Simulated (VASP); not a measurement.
Cl: single point with r2SCAN

Crystal: Cl.

```
Cl
1.0
     0.00000    3.20640    3.20640
     3.20640    0.00000    3.20640
     3.20640    3.20640    0.00000
Cl
2
Direct
  0.00000 0.00000 0.00000
  0.25000 0.25000 0.25000
```

```json
{
  "Program": "VASP 6.6.1",
  "Task": "single point",
  "Functional": "r2SCAN",
  "Potentials or basis": "VASP PAW PBE potentials, release 64 (Cl)",
  "Cutoff": "520 eV",
  "k mesh": "6 × 6 × 6",
  "Occupations": "fermi-dirac, width 0.05 eV",
  "Spin": "no spin polarisation",
  "Dipole correction": "no",
  "Further INCAR settings": "ALGO = Normal; EDIFF = 1e-06; NBANDS = 14"
}
```

The pressure is -0.1 GPa. The band gap on the k mesh is zero (band 7 reaches -1.09 eV, above the bottom of band 8 at -2.36 eV).

Levels at points of the mesh, in eV from the Fermi level:
| k point | band 4 | band 5 | band 6 | band 7 | band 8 | band 9 | band 10 | band 11 |
| --- | --- | --- | --- | --- | --- | --- | --- | --- |
| (0.00, 0.00, 0.00) | -2.88 | -2.88 | -0.92 | -0.92 | -0.92 | 6.80 | 11.22 | 11.22 |
| (0.50, 0.00, 0.00) | -3.31 | -3.31 | -0.34 | -0.34 | -0.15 | 9.08 | 9.86 | 10.88 |
| (0.50, 0.50, 0.00) | -3.76 | -1.90 | -1.90 | 0.35 | 0.35 | 8.64 | 8.64 | 12.88 |

Wall time 22 s on 1 thread of Intel(R) Xeon(R) 6975P-C (Granite Rapids), on a shared host, peak memory 0.2 GiB.

Caveat: the PAW data sets were made with another functional, which shifts forces and pressure a little.
